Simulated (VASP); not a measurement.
Set up this calculation in VASP 6.6.1, as the native input.

```yaml
Task: single point
Functional: PBE
Potentials_or_basis: VASP PAW PBE potentials, release 64 (Li_sv)
Cutoff: 520 eV
k_mesh: 8 × 8 × 8
Occupations: gaussian, width 0.1 eV
Spin: no spin polarisation
Dipole_correction: no
Further_INCAR_settings: ALGO = Fast; EDIFF = 1e-06; NBANDS = 8
```

The structure of Li lies in POSCAR:

```
Li
1.0
    5.9911365470      0.0000000000      0.0000000000
    0.0000000000      5.9911365470      0.0000000000
    0.0000000000      0.0000000000      5.9911365470
Li
1
Direct
    0.0000000000      0.0000000000      0.0000000000
```

This isn't the form of Li at room conditions, which is bcc.

This cell differs from its parent crystal: Na replaced by Li, lengths x 0.863, strained.

The input as run:

INCAR

```
SYSTEM = Li
PREC = Accurate ; ENCUT = 520
EDIFF = 1E-6 ; ISMEAR = 0
SIGMA = 0.1 ; LREAL = .FALSE.
LASPH = .TRUE. ; NELM = 100
ALGO = Fast ; ISIF = 2
LWAVE = .FALSE. ; LCHARG = .FALSE.
GGA = PE ; NBANDS = 8
```

KPOINTS

```
regular mesh
0
G
  8 8 8
  0 0 0
```

Potentials or basis: VASP PAW PBE potentials, release 64 (Li_sv).

Run with:

```console
$ cat potpaw_PBE.64/Li_sv/POTCAR > POTCAR
$ mpirun -np 1 vasp_std > vasp.out
```

Results of the run:

```yaml
Band_gap_on_the_k_mesh: zero (an odd number of electrons rules out a gap without spin polarisation)
```

Caveat: the cell differs from its parent crystal (Na replaced by Li, lengths x 0.863, strained).

Wall time 41 s on 1 thread of Intel(R) Xeon(R) Platinum 8488C (Sapphire Rapids) (shared host), peak memory 0.3 GiB.
